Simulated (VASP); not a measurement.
# TiB2 (P6/mmm) in VASP: single point with PBE

Aim: the single point of TiB2 with PBE.

Everything below comes from runs of VASP 6.6.1. Logs are shortened: lines on timing, memory, paths and dates and some standing lists are left out, and cuts for length are marked.

### 1 The cell of the first run

It takes space group P6/mmm (No. 191, hexagonal). The conventional cell has a = 3.029 Å, b = 3.029 Å, c = 3.228 Å, α = 90.00°, β = 90.00°, γ = 120.00°. Ti (site symmetry 6/mmm) has 12 B at 2.38 Å and 6 Ti at 3.03 Å within 3.1 Å. Within 2.3 Å of B (site symmetry -6m2) lie 3 B at 1.75 Å.

### 2 Single point, PBE

Input file INCAR:

```
ALGO = Normal
EDIFF = 1E-6
ENCUT = 500
GGA = PE
GGA_COMPAT = F
ISIF = 2
ISMEAR = 1
LASPH = T
LCHARG = F
LREAL = F
LWAVE = F
NBANDS = 16
NELM = 120
PREC = Accurate
SIGMA = 0.1
```

Input file KPOINTS:

```
k-points
0
Gamma
  10 10 8
```

Input file POSCAR:

```
TiB2
1.0
    3.0292000000      0.0000000000      0.0000000000
   -1.5146000000      2.6233640000      0.0000000000
    0.0000000000      0.0000000000      3.2284000000
Ti B
1 2
Direct
    0.0000000000      0.0000000000      0.0000000000
    0.3333333333      0.6666666667      0.5000000000
    0.6666666667      0.3333333333      0.5000000000
```

Potentials or basis: VASP PAW PBE potentials, release 64 (Ti_sv, B).

On the command line:

```sh
$ cat potpaw_PBE.64/Ti_sv/POTCAR potpaw_PBE.64/B/POTCAR > POTCAR
$ mpirun -np 1 vasp_std > vasp.out
```

OUTCAR:

```text
EDIFF = 1E-6
   ENCUT = 500
   GGA = PE
   ISIF = 2
   ISMEAR = 1
   LASPH = T
   LREAL = F
   NELM = 120
   PREC = Accurate

 ion  position               nearest neighbor table
   1  0.000  0.000  0.000-   2 2.38   2 2.38   3 2.38   3 2.38   2 2.38   3 2.38   2 2.38   3 2.38
                             3 2.38   3 2.38   2 2.38   2 2.38
   2  0.333  0.667  0.500-   3 1.75   3 1.75   3 1.75   1 2.38   1 2.38   1 2.38   1 2.38   1 2.38
                             1 2.38
   3  0.667  0.333  0.500-   2 1.75   2 1.75   2 1.75   1 2.38   1 2.38   1 2.38   1 2.38   1 2.38
                             1 2.38

  LATTYP: Found a hexagonal cell.
 ALAT       =     3.0292000000
 C/A-ratio  =     1.0657599366

  Lattice vectors:

 A1 = (   3.0292000000,   0.0000000000,   0.0000000000)
 A2 = (  -1.5146000000,   2.6233640000,   0.0000000000)
 A3 = (   0.0000000000,   0.0000000000,   3.2284000000)

Analysis of symmetry for initial positions (statically):
=====================================================================
 Subroutine PRICEL returns:
 Original cell was already a primitive cell.

 Routine SETGRP: Setting up the symmetry group for a
 hexagonal supercell.

 Subroutine GETGRP returns: Found 24 space group operations
 (whereof 24 operations were pure point group operations)
 out of a pool of 24 trial point group operations.

The static configuration has the point symmetry D_6h.

Analysis of symmetry for dynamics (positions and initial velocities):
=====================================================================
 Subroutine PRICEL returns:
 Original cell was already a primitive cell.

 Routine SETGRP: Setting up the symmetry group for a
 hexagonal supercell.

 Subroutine GETGRP returns: Found 24 space group operations
 (whereof 24 operations were pure point group operations)
 out of a pool of 24 trial point group operations.

The dynamic configuration has the point symmetry D_6h.

 Subroutine INISYM returns: Found 24 space group operations
 (whereof 24 operations are pure point group operations),
 and found     1 'primitive' translations

----------------------------------------------------------------------------------------

                                     Primitive cell

[... 84 lines left out ...]
   ISTART =      0    job   : 0-new  1-cont  2-samecut
   ICHARG =      2    charge: 1-file 2-atom 10-const
   ISPIN  =      1    spin polarized calculation?
   LNONCOLLINEAR =      F non collinear calculations
   LSORBIT =      F    spin-orbit coupling
   LASPH  =      T    aspherical Exc in radial PAW
   ENCUT  =  500.0 eV  36.75 Ry    6.06 a.u.   5.52  5.52  5.89*2*pi/ulx,y,z
   NELM   =    120;   NELMIN=  2; NELMDL= -5     # of ELM steps
   EDIFF  = 0.1E-05   stopping-criterion for ELM
   LREAL  =      F    real-space projection
   EDIFFG = 0.1E-04   stopping-criterion for IOM
   NSW    =      0    number of steps for IOM
   IBRION =     -1    ionic relax: 0-MD 1-quasi-New 2-CG
   NFREE  =      0    steps in history (QN), initial steepest desc. (CG)
   ISIF   =      2    stress and relaxation
   ISYM   =      2    0-nonsym 1-usesym 2-fastsym
   POTIM  = 0.5000    time-step for ionic-motion
   TEBEG  =    0.0;   TEEND  =   0.0 temperature during run
   PSTRESS=    0.0 pullay stress
   NELECT =      18.0000    total number of electrons
   NUPDOWN=      -1.0000    fix difference up-down
   EMIN   =  10.00;   EMAX   =-10.00  energy-range for DOS
   EFERMI =   0.00;   METHOD = LEGACY
   ISMEAR =     1;   SIGMA  =   0.10  broadening in eV -4-tet -1-fermi 0-gaus
   EFERMI_NEDOS =   21; number of points for ismear=-14 and -15
   IALGO  =     38    algorithm
   IMIX   =      4    mixing-type and parameters
     AMIX     =   0.40;   BMIX     =  1.00
     AMIX_MAG =   1.60;   BMIX_MAG =  1.00
  volume/ion in A,a.u.               =       8.55        57.71
  Fermi-wavevector in a.u.,A,eV,Ry     =   1.454703  2.748990 28.792123  2.116161
  Thomas-Fermi vector in A             =   2.571823
   LORBIT       =      0    0 simple, 1 ext, 2 COOP (PROOUT), +10 PAW based schemes
   GGA     = PE    functional components
   LHFCALC =     F    Hartree Fock is set to
   AEXX    =    0.0000 exact exchange contribution
   IVDW    =     0    specifies the selected vdW correction
   LEPSILON=     F    determine dielectric tensor
   LRPA    =     F    only Hartree local field effects (RPA)
 non-spin polarized calculation
 Methfessel and Paxton  Order N= 1 SIGMA  =   0.10
  energy-cutoff  :      500.00
  volume of cell :       25.66
 maximum number of plane-waves:       672
 NGX is ok and might be reduce to    24
   NGX = 11   NGY = 11   NGZ = 11

 number of electron      18.0000002 magnetization

 Free energy of the ion-electron system (eV)
  ---------------------------------------------------
  ext. energy  EPLUGINS =         0.00000000
  ---------------------------------------------------
  free energy    TOTEN  =       -24.42050277 eV

  energy without entropy =      -24.41928547  energy(sigma->0) =      -24.42009700

 E-fermi :   9.9383     XC(G=0): -12.7685

 val. band max:        9.9142960404   @ k =   0.2000   0.2000   0.1250
 cond. band min:       9.9404442548   @ k =   0.3000   0.2000   0.0000
 fundamental gap:      0.0261482144
 Fermi energy:         9.9382998099

 k-point     1 :       0.0000    0.0000    0.0000
  band No.  band energies     occupation
      1     -46.9610      2.00000
      2     -23.3033      2.00000
      3     -23.0022      2.00000
      4     -23.0022      2.00000
      5      -3.5064      2.00000
      6       7.3975      2.00000
[... 433 lines left out ...]
      3     -23.2600      2.00000
      4     -23.1142      2.00000
      5       0.1685      2.00000
      6       1.6144      2.00000
[... 8 lines left out ...]
     15      18.5868      0.00000
     16      19.5137      0.00000

 [... further k-points ...]
[... 5 lines left out ...]
  --------------------------------------------------------------------------------------
  -------------------------------------------------------------------------------------
  Total        0.0977723      0.0977722      0.0772715      0.0000000      0.0000000     -0.0000000
  in kB        6.1059380      6.1059373      4.8256540      0.0000000      0.0000000     -0.0000000
  external PRESSURE =       5.6791764 kB  Pullay stress =       0.0000000 kB

 VOLUME and BASIS-vectors are now :
 -----------------------------------------------------------------------------
  energy-cutoff  :      500.00
  volume of cell :       25.66
      direct lattice vectors                 reciprocal lattice vectors
     3.029200000  0.000000000  0.000000000     0.330120164  0.190594977  0.000000000
    -1.514600000  2.623364000  0.000000000     0.000000000  0.381189953  0.000000000
     0.000000000  0.000000000  3.228400000     0.000000000  0.000000000  0.309750960

 POSITION                                       TOTAL-FORCE (eV/Angst)
 -----------------------------------------------------------------------------------
      0.00000      0.00000      0.00000        -0.000000      0.000000     -0.000000
     -0.00000      1.74891      1.61420        -0.000000      0.000000      0.000000
      1.51460      0.87445      1.61420         0.000000      0.000000     -0.000000
 -----------------------------------------------------------------------------------
    total drift:                               -0.000000      0.000000      0.000000

  FREE ENERGIE OF THE ION-ELECTRON SYSTEM (eV)
  ---------------------------------------------------
  free  energy   TOTEN  =       -24.4205027671 eV

  energy  without entropy=      -24.4192854651  energy(sigma->0) =      -24.42009700
```

Run time: 14 s. Hardware: 1 thread of Intel Xeon Platinum 8559C (Emerald Rapids), shared host; peak memory 0.15 GiB.

Results:

| Item | Value |
| --- | --- |
| Free energy | -24.4205 eV |
| Pressure | 0.6 GPa |
| Band gap on the k mesh | zero (band 9 reaches 10.38 eV, above the bottom of band 10 at 9.82 eV) |
